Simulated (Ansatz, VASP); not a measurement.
## Mn in VASP and in Ansatz

```
CELL_PARAMETERS angstrom
2.58058 0.00000 0.00000
-1.29029 2.23485 0.00000
0.00000 0.00000 8.32691
ATOMIC_POSITIONS crystal
Mn 0.00000 0.00000 0.00000
Mn 0.00000 0.00000 0.50000
Mn 0.33333 0.66667 0.25000
Mn 0.66667 0.33333 0.75000
```

Alike in both runs: task single point; functional PBE; k mesh 16 × 16 × 5; occupations fermi-dirac, width 0.1 eV; no spin polarisation.

```csv
,VASP,Ansatz
version,VASP 6.6.1,Ansatz 0.2.0
potentials or method,"VASP PAW PBE potentials, release 64 (Mn_pv), cutoff 520 eV","plane waves (420 eV) with PAW, scalar-relativistic"
valence electrons in the cell,52,60
```

|  | VASP | Ansatz | Ansatz less VASP |
| --- | --- | --- | --- |
| pressure (GPa) | -24.5 | -24.6 | -0.06 |
| traceless stress, the component that is largest in VASP (GPa) | -0.17 | -0.09 | +0.079 |

VASP's potentials hold 52 valence electrons a cell and Ansatz's 60, so a difference there can come from the potentials and not from the codes.
